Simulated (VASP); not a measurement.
# Yb (Im-3m) in VASP: further runs

Runs on Yb. Level: PBE. Tasks: relaxation of cell and atoms.

Everything below comes from runs of VASP 6.6.1. Logs are shortened: lines on timing, memory, paths and dates and some standing lists are left out, and cuts for length are marked.

### 1 The cell of the first run

The structure is cubic, space group Im-3m (No. 229). The conventional cell has a = 3.973 Å, b = 3.973 Å, c = 3.973 Å, α = 90.00°, β = 90.00°, γ = 90.00°. Yb (site symmetry m-3m) has 14 Yb at 3.44 to 3.97 Å within 4.5 Å.

This isn't the form of Yb at room conditions, which is fcc.

### 2 Relaxation of cell and atoms, PBE, target pressure 2.4 GPa, at which the enthalpy is minimised

Contents of INCAR:

```
PREC     = Accurate       # precision mode
ENCUT    = 600            # plane-wave cutoff, eV
EDIFF    = 1E-6           # SCF threshold, eV
ISMEAR   = -1             # smearing method
SIGMA    = 0.05           # smearing width, eV
LREAL    = F              # projectors in reciprocal space
LASPH    = T              # aspherical terms in the spheres
NELM     = 80             # most SCF steps
ALGO     = Normal         # electronic algorithm
ISIF     = 3              # what is computed and relaxed
LWAVE    = F              # write WAVECAR
LCHARG   = F              # write CHGCAR
GGA      = PE             # functional
IBRION   = 2              # ionic algorithm
NSW      = 32             # ionic steps
EDIFFG   = -0.005         # ionic threshold
PSTRESS  = 24.0
```

Contents of KPOINTS:

```
regular mesh
0
Gamma
  14 14 14
```

Contents of POSCAR:

```
Yb
1.0
   -1.9864991584      1.9864991584      1.9864991584
    1.9864991584     -1.9864991584      1.9864991584
    1.9864991584      1.9864991584     -1.9864991584
Yb
1
Direct
    0.0000000000      0.0000000000      0.0000000000
```

Potentials or basis: VASP PAW PBE potentials, release 64 (Yb).

On the command line:

```sh
$ cat potpaw_PBE.64/Yb/POTCAR > POTCAR
$ mpirun -np 1 vasp_std > vasp.out
```

OUTCAR:

```text
PREC = Accurate
   ENCUT = 600
   EDIFF = 1E-6
   ISMEAR = -1
   LREAL = F
   LASPH = T
   NELM = 80
   ISIF = 3
   GGA = PE
   IBRION = 2
   NSW = 32
   EDIFFG = -0.005
   PSTRESS = 24.0

 ion  position               nearest neighbor table
   1  0.000  0.000  0.000-

  LATTYP: Found a body centered cubic cell.
 ALAT       =     3.9729983168

  Lattice vectors:

 A1 = (  -1.9864991584,   1.9864991584,   1.9864991584)
 A2 = (   1.9864991584,  -1.9864991584,   1.9864991584)
 A3 = (   1.9864991584,   1.9864991584,  -1.9864991584)

Analysis of symmetry for initial positions (statically):
=====================================================================
 Subroutine PRICEL returns:
 Original cell was already a primitive cell.

 Routine SETGRP: Setting up the symmetry group for a
 body centered cubic supercell.

 Subroutine GETGRP returns: Found 48 space group operations
 (whereof 48 operations were pure point group operations)
 out of a pool of 48 trial point group operations.

The static configuration has the point symmetry O_h .

Analysis of symmetry for dynamics (positions and initial velocities):
=====================================================================
 Subroutine PRICEL returns:
 Original cell was already a primitive cell.

 Routine SETGRP: Setting up the symmetry group for a
 body centered cubic supercell.

 Subroutine GETGRP returns: Found 48 space group operations
 (whereof 48 operations were pure point group operations)
 out of a pool of 48 trial point group operations.

The dynamic configuration has the point symmetry O_h .

 Subroutine INISYM returns: Found 48 space group operations
 (whereof 48 operations are pure point group operations),
 and found     1 'primitive' translations

----------------------------------------------------------------------------------------

                                     Primitive cell

  volume of cell :      31.3563

  direct lattice vectors                    reciprocal lattice vectors
    -1.986499158  1.986499158  1.986499158     0.000000000  0.251699075  0.251699075
     1.986499158 -1.986499158  1.986499158     0.251699075  0.000000000  0.251699075
     1.986499158  1.986499158 -1.986499158     0.251699075  0.251699075  0.000000000

  length of vectors
[... 79 lines left out ...]
   NELM   =     80;   NELMIN=  2; NELMDL= -5     # of ELM steps
   EDIFF  = 0.1E-05   stopping-criterion for ELM
   LREAL  =      F    real-space projection
   EDIFFG = -.5E-02   stopping-criterion for IOM
   NSW    =     32    number of steps for IOM
   IBRION =      2    ionic relax: 0-MD 1-quasi-New 2-CG
   NFREE  =      1    steps in history (QN), initial steepest desc. (CG)
   ISIF   =      3    stress and relaxation
   ISYM   =      2    0-nonsym 1-usesym 2-fastsym
   POTIM  = 0.5000    time-step for ionic-motion
   TEBEG  =    0.0;   TEEND  =   0.0 temperature during run
   PSTRESS=   24.0 pullay stress
   NELECT =      24.0000    total number of electrons
   NUPDOWN=      -1.0000    fix difference up-down
   EMIN   =  10.00;   EMAX   =-10.00  energy-range for DOS
   EFERMI =   0.00;   METHOD = LEGACY
   ISMEAR =    -1;   SIGMA  =   0.05  broadening in eV -4-tet -1-fermi 0-gaus
   EFERMI_NEDOS =   21; number of points for ismear=-14 and -15
   IALGO  =     38    algorithm
   IMIX   =      4    mixing-type and parameters
     AMIX     =   0.40;   BMIX     =  1.00
     AMIX_MAG =   1.60;   BMIX_MAG =  1.00
  volume/ion in A,a.u.               =      31.36       211.60
  Fermi-wavevector in a.u.,A,eV,Ry     =   1.497512  2.829887 30.511623  2.242541
  Thomas-Fermi vector in A             =   2.609390
   LORBIT       =      0    0 simple, 1 ext, 2 COOP (PROOUT), +10 PAW based schemes
   GGA     = PE    functional components
   LHFCALC =     F    Hartree Fock is set to
   AEXX    =    0.0000 exact exchange contribution
   IVDW    =     0    specifies the selected vdW correction
   LEPSILON=     F    determine dielectric tensor
   LRPA    =     F    only Hartree local field effects (RPA)
 conjugate gradient relaxation of ions
 non-spin polarized calculation
  energy-cutoff  :      600.00
  volume of cell :       31.36
 maximum number of plane-waves:      1056
   NGX = 13   NGY = 13   NGZ = 13

--------------------------------------- Ionic step        1  -------------------------------------------

 number of electron      23.9999990 magnetization

 Free energy of the ion-electron system (eV)
  ---------------------------------------------------
  ext. energy  EPLUGINS =         0.00000000
  ---------------------------------------------------
  free energy    TOTEN  =        -3.56431905 eV

  energy without entropy =       -3.55091719  energy(sigma->0) =       -3.55761812

------------------------ aborting loop because EDIFF is reached ----------------------------------------

  FORCE on cell =-STRESS in cart. coord.  units (eV):
  Direction    XX          YY          ZZ          XY          YZ          ZX
  --------------------------------------------------------------------------------------
  -------------------------------------------------------------------------------------
  Total        0.3366948      0.3366948      0.3366948      0.0000000      0.0000000     -0.0000000
  in kB       17.2036977     17.2036977     17.2036977      0.0000000      0.0000000     -0.0000000
  external PRESSURE =      -6.7963023 kB  Pullay stress =      24.0000000 kB
[... 98 lines left out ...]
--------------------------------------- Ionic step        4  -------------------------------------------

 number of electron      23.9999987 magnetization

 Free energy of the ion-electron system (eV)
  ---------------------------------------------------
  ext. energy  EPLUGINS =         0.00000000
  ---------------------------------------------------
  free energy    TOTEN  =        -3.55923566 eV

  energy without entropy =       -3.54591806  energy(sigma->0) =       -3.55257686

 E-fermi :   2.0034     XC(G=0): -10.1115

 val. band max:        1.9870495141   @ k =   0.2857   0.2857   0.0714
 cond. band min:       2.0169423226   @ k =  -0.4286  -0.4286   0.2143
 fundamental gap:      0.0298928084
 Fermi energy:         2.0033733736

 k-point     1 :       0.0000    0.0000    0.0000
  band No.  band energies     occupation
      1     -49.5843      2.00000
      2     -21.6521      2.00000
      3     -21.6521      2.00000
      4     -21.6521      2.00000
      5      -3.4006      2.00000
      6       1.5351      1.99983
[... 433 lines left out ...]
      3     -21.9884      2.00000
      4     -21.7204      2.00000
      5       1.3860      1.99999
      6       1.5569      1.99974
[... 8 lines left out ...]
     15       7.4262      0.00000
     16       7.9026      0.00000

 [... further k-points ...]
[... 5 lines left out ...]
  --------------------------------------------------------------------------------------
  -------------------------------------------------------------------------------------
  Total        0.4667554      0.4667554      0.4667554      0.0000000     -0.0000000     -0.0000000
  in kB       24.1099685     24.1099685     24.1099685      0.0000000     -0.0000000     -0.0000000
  external PRESSURE =       0.1099685 kB  Pullay stress =      24.0000000 kB
[... 20 lines left out ...]
  energy  without entropy=       -3.5459180582  energy(sigma->0) =       -3.55257686

  enthalpy is  TOTEN    =        -3.0946091714 eV   P V=        0.4646264897

 reached required accuracy - stopping structural energy minimisation
```

OSZICAR:

```text
N       E                     dE             d eps       ncg     rms          rms(c)
DAV:   1     0.112609921646E+03    0.11261E+03   -0.96496E+03  4136   0.114E+04
[... 73 lines left out ...]
DAV:  10    -0.355991056150E+01   -0.67300E-03   -0.33096E-03  4488   0.221E+00    0.422E-01
DAV:  11    -0.355957467396E+01    0.33589E-03   -0.40462E-04  6200   0.529E-01    0.297E-01
DAV:  12    -0.355933122823E+01    0.24345E-03   -0.20781E-04  6184   0.485E-01    0.193E-01
DAV:  13    -0.355928474276E+01    0.46485E-04   -0.40529E-05  6368   0.167E-01    0.151E-01
DAV:  14    -0.355927047182E+01    0.14271E-04   -0.96503E-06  5304   0.779E-02    0.114E-01
DAV:  15    -0.355923664589E+01    0.33826E-04   -0.53840E-05  4632   0.295E-01    0.321E-02
DAV:  16    -0.355923559875E+01    0.10471E-05   -0.27975E-06  4104   0.508E-02    0.753E-03
DAV:  17    -0.355923566105E+01   -0.62304E-07   -0.25185E-06  3048   0.237E-02
   4 F= -.30946092E+01 E0= -.30879504E+01  d E =0.420423E-05
```

CONTCAR:

```text
Yb
   1.00000000000000
    -1.9793128247268592    1.9793128247268592    1.9793128247268592
     1.9793128247268592   -1.9793128247268592    1.9793128247268592
     1.9793128247268592    1.9793128247268592   -1.9793128247268592
  Yb
     1
Direct
     0.0000000000000000    0.0000000000000000    0.0000000000000000

  0.00000000E+00  0.00000000E+00  0.00000000E+00
```

Wall time 3 min (1 thread of Intel Xeon 6975P-C (Granite Rapids), shared host); peak memory 0.23 GiB.

Results:

```yaml
Free_energy: -3.5592 eV
Relaxed_volume: 31.02 Å³/atom
Relaxed_cell: a = 3.428 Å, b = 3.428 Å, c = 3.428 Å, α = 109.47°, β = 109.47°, γ = 109.47°
Space_group_after_relaxing_to_0.1_Å: Im-3m (No. 229)
Energy_change_on_relaxing_the_run_minimises_the_enthalpy: +5.1 meV/atom
Ionic_steps: 4
Pressure_after_relaxing: 2.4 GPa
Band_gap_on_the_k_mesh: zero (bands 12 and 13 overlap by 0.66 eV)
```

The path:
```csv
step,energy change (eV),largest force (eV/Å),pressure (GPa),volume (Å³)
1,0.0000,0.0000,1.72,31.36
2,0.0094,0.0000,2.49,30.76
3,0.0083,0.0000,2.80,30.82
4,0.0051,0.0000,2.41,31.02
```

Final structure:
```cif
data_structure
_symmetry_space_group_name_H-M 'P 1'
_symmetry_Int_Tables_number 1
_cell_length_a 3.4283
_cell_length_b 3.4283
_cell_length_c 3.4283
_cell_angle_alpha 109.471
_cell_angle_beta 109.471
_cell_angle_gamma 109.471
_cell_volume 31.02
loop_
_atom_site_label
_atom_site_type_symbol
_atom_site_fract_x
_atom_site_fract_y
_atom_site_fract_z
_atom_site_occupancy
Yb1 Yb 0.00000 0.00000 0.00000 1
```

Caveat: the cell is relaxed towards a set pressure, so the run minimises the enthalpy, not the energy; spin-orbit coupling is left out, which moves the levels of the heavy elements.

### 3 Relaxation of cell and atoms, PBE, target pressure 2.4 GPa, at which the enthalpy is minimised

This run uses another cell than the first one, of 32.10 Å³/atom.

Contents of INCAR:

```
PREC = Accurate
ENCUT = 600
EDIFF = 1E-6
ISMEAR = -1
SIGMA = 0.05
LREAL = F
LASPH = T
NELM = 80
ALGO = Normal
ISIF = 3
LWAVE = F
LCHARG = F
GGA = PE
IBRION = 2
NSW = 60
EDIFFG = -0.005
PSTRESS = 24.0
```

KPOINTS is that of step 2.

Contents of POSCAR:

```
Yb
1.0
   -2.0020234521      2.0020234521      2.0020234521
    2.0020234521     -2.0020234521      2.0020234521
    2.0020234521      2.0020234521     -2.0020234521
Yb
1
Direct
    0.0000000000      0.0000000000      0.0000000000
```

Potentials or basis: VASP PAW PBE potentials, release 64 (Yb).

On the command line:

```sh
$ cat potpaw_PBE.64/Yb/POTCAR > POTCAR
$ mpirun -np 1 vasp_std > vasp.out
```

OUTCAR:

```text
PREC = Accurate
   ENCUT = 600
   EDIFF = 1E-6
   ISMEAR = -1
   LREAL = F
   LASPH = T
   NELM = 80
   ISIF = 3
   GGA = PE
   IBRION = 2
   NSW = 60
   EDIFFG = -0.005
   PSTRESS = 24.0

 ion  position               nearest neighbor table
   1  0.000  0.000  0.000-

  LATTYP: Found a body centered cubic cell.
 ALAT       =     4.0040469042

  Lattice vectors:

 A1 = (  -2.0020234521,   2.0020234521,   2.0020234521)
 A2 = (   2.0020234521,  -2.0020234521,   2.0020234521)
 A3 = (   2.0020234521,   2.0020234521,  -2.0020234521)

Analysis of symmetry for initial positions (statically):
=====================================================================
 Subroutine PRICEL returns:
 Original cell was already a primitive cell.

 Routine SETGRP: Setting up the symmetry group for a
 body centered cubic supercell.

 Subroutine GETGRP returns: Found 48 space group operations
 (whereof 48 operations were pure point group operations)
 out of a pool of 48 trial point group operations.

The static configuration has the point symmetry O_h .

Analysis of symmetry for dynamics (positions and initial velocities):
=====================================================================
 Subroutine PRICEL returns:
 Original cell was already a primitive cell.

 Routine SETGRP: Setting up the symmetry group for a
 body centered cubic supercell.

 Subroutine GETGRP returns: Found 48 space group operations
 (whereof 48 operations were pure point group operations)
 out of a pool of 48 trial point group operations.

The dynamic configuration has the point symmetry O_h .

 Subroutine INISYM returns: Found 48 space group operations
 (whereof 48 operations are pure point group operations),
 and found     1 'primitive' translations

----------------------------------------------------------------------------------------

                                     Primitive cell
[... 117 lines left out ...]
   IVDW    =     0    specifies the selected vdW correction
   LEPSILON=     F    determine dielectric tensor
   LRPA    =     F    only Hartree local field effects (RPA)
 conjugate gradient relaxation of ions
 non-spin polarized calculation
  energy-cutoff  :      600.00
  volume of cell :       32.10
 maximum number of plane-waves:      1096
   NGX = 13   NGY = 13   NGZ = 13

--------------------------------------- Ionic step        1  -------------------------------------------

 number of electron      24.0000003 magnetization

 Free energy of the ion-electron system (eV)
  ---------------------------------------------------
  ext. energy  EPLUGINS =         0.00000000
  ---------------------------------------------------
  free energy    TOTEN  =        -3.57331510 eV

  energy without entropy =       -3.55966874  energy(sigma->0) =       -3.56649192

------------------------ aborting loop because EDIFF is reached ----------------------------------------

  FORCE on cell =-STRESS in cart. coord.  units (eV):
  Direction    XX          YY          ZZ          XY          YZ          ZX
  --------------------------------------------------------------------------------------
  -------------------------------------------------------------------------------------
  Total        0.3298701      0.3298701      0.3298701     -0.0000000      0.0000000     -0.0000000
  in kB       16.4659218     16.4659218     16.4659218     -0.0000000      0.0000000     -0.0000000
  external PRESSURE =      -7.5340782 kB  Pullay stress =      24.0000000 kB
[... 94 lines left out ...]
  energy  without entropy=       -3.5119514927  energy(sigma->0) =       -3.51823921

  enthalpy is  TOTEN    =        -3.0845225664 eV   P V=        0.4400043630

 E-fermi :   1.9140     XC(G=0):  -9.9841

 val. band max:        1.8991343896   @ k =  -0.4286   0.5000   0.2857
 cond. band min:       1.9332712975   @ k =  -0.4286  -0.4286   0.2143
 fundamental gap:      0.0341369079
 Fermi energy:         1.9140171884

 k-point     1 :       0.0000    0.0000    0.0000
  band No.  band energies     occupation
      1     -49.6935      2.00000
      2     -21.7851      2.00000
      3     -21.7851      2.00000
      4     -21.7851      2.00000
      5      -3.4380      2.00000
      6       1.4569      1.99979
[... 435 lines left out ...]
      5       1.3105      1.99999
      6       1.4775      1.99968
[... 8 lines left out ...]
     15       7.2320      0.00000
     16       7.7015      0.00000

 [... further k-points ...]

[... ionic steps 4 to 25 ...]

--------------------------------------- Ionic step       26  -------------------------------------------

 number of electron      23.9999997 magnetization

------------------------ aborting loop because EDIFF is reached ----------------------------------------
[... 69 lines left out ...]
--------------------------------------- Ionic step       28  -------------------------------------------

 number of electron      23.9999986 magnetization

 Free energy of the ion-electron system (eV)
  ---------------------------------------------------
  ext. energy  EPLUGINS =         0.00000000
  ---------------------------------------------------
  free energy    TOTEN  =        -3.55742724 eV

  energy without entropy =       -3.54414592  energy(sigma->0) =       -3.55078658

 E-fermi :   2.0166     XC(G=0): -10.1301

 val. band max:        2.0015672974   @ k =   0.2857   0.2857   0.0714
 cond. band min:       2.0292809137   @ k =  -0.4286  -0.4286   0.2143
 fundamental gap:      0.0277136164
 Fermi energy:         2.0166039355

 k-point     1 :       0.0000    0.0000    0.0000
  band No.  band energies     occupation
      1     -49.5685      2.00000
      2     -21.6327      2.00000
      3     -21.6327      2.00000
      4     -21.6327      2.00000
      5      -3.3951      2.00000
      6       1.5467      1.99983
[... 479 lines left out ...]
  energy  without entropy=       -3.5441459214  energy(sigma->0) =       -3.55078658

  enthalpy is  TOTEN    =        -3.0946288685 eV   P V=        0.4627983751

 reached required accuracy - stopping structural energy minimisation
```

CONTCAR:

```text
Yb
   1.00000000000000
    -1.9767134847071328    1.9767134847071328    1.9767134847071328
     1.9767134847071328   -1.9767134847071328    1.9767134847071328
     1.9767134847071328    1.9767134847071328   -1.9767134847071328
  Yb
     1
Direct
     0.0000000000000000    0.0000000000000000    0.0000000000000000

  0.00000000E+00  0.00000000E+00  0.00000000E+00
```

It took 17 min on 1 thread of Intel Xeon 6975P-C (Granite Rapids), shared host; peak memory 0.28 GiB.

Results:

- Free energy: -3.5574 eV
- Relaxed volume: 30.90 Å³/atom
- Relaxed cell: a = 3.424 Å, b = 3.424 Å, c = 3.424 Å, α = 109.47°, β = 109.47°, γ = 109.47°
- Space group after relaxing (to 0.1 Å): Im-3m (No. 229)
- Energy change on relaxing (the run minimises the enthalpy): +15.9 meV/atom
- Ionic steps: 28
- Pressure after relaxing: 2.4 GPa
- Band gap on the k mesh: zero (bands 12 and 13 overlap by 0.66 eV)

The path:
```csv
step,energy change (eV),largest force (eV/Å),pressure (GPa),volume (Å³)
1,0.0000,0.0000,1.65,32.10
2,0.0082,0.0000,1.56,31.40
3,0.0488,0.0000,4.34,29.37
4,0.0184,0.0000,2.34,30.75
5,0.0191,0.0000,3.32,30.71
6,0.0082,0.0000,2.62,31.40
7,0.0052,0.0000,2.17,31.63
8,0.0067,0.0000,2.37,31.52
9,0.0069,0.0000,2.09,31.50
10,0.0076,0.0000,3.38,31.44
11,0.0073,0.0000,2.64,31.47
12,0.0066,0.0000,2.74,31.52
13,0.0047,0.0000,6.46,31.67
14,0.0012,0.0000,4.50,31.98
15,-0.0043,0.0000,1.30,32.59
16,-0.0026,0.0000,1.88,32.38
17,-0.0012,0.0000,1.62,32.23
18,0.0000,0.0000,1.89,32.10
19,0.0006,0.0000,2.35,32.04
20,0.0007,0.0000,1.64,32.03
21,0.0010,0.0000,1.68,32.00
22,0.0011,0.0000,1.64,31.99
23,0.0012,0.0000,1.64,31.98
24,0.0016,0.0000,1.41,31.94
25,0.0024,0.0000,1.92,31.87
26,0.0040,0.0000,1.96,31.73
27,0.0075,0.0000,1.60,31.45
28,0.0159,0.0000,2.39,30.90
```

Final structure:
```xyz
1
Lattice="-1.9767 1.9767 1.9767 1.9767 -1.9767 1.9767 1.9767 1.9767 -1.9767" Properties=species:S:1:pos:R:3 pbc="T T T"
Yb    0.0000    0.0000    0.0000
```

Caveat: the cell is relaxed towards a set pressure, so the run minimises the enthalpy, not the energy; spin-orbit coupling is left out, which moves the levels of the heavy elements. Spin polarisation is off, so any magnetic state and its effect on volume and gap are missing.

The gap in the log of VASP goes by the Fermi energy; the results here count the filled bands.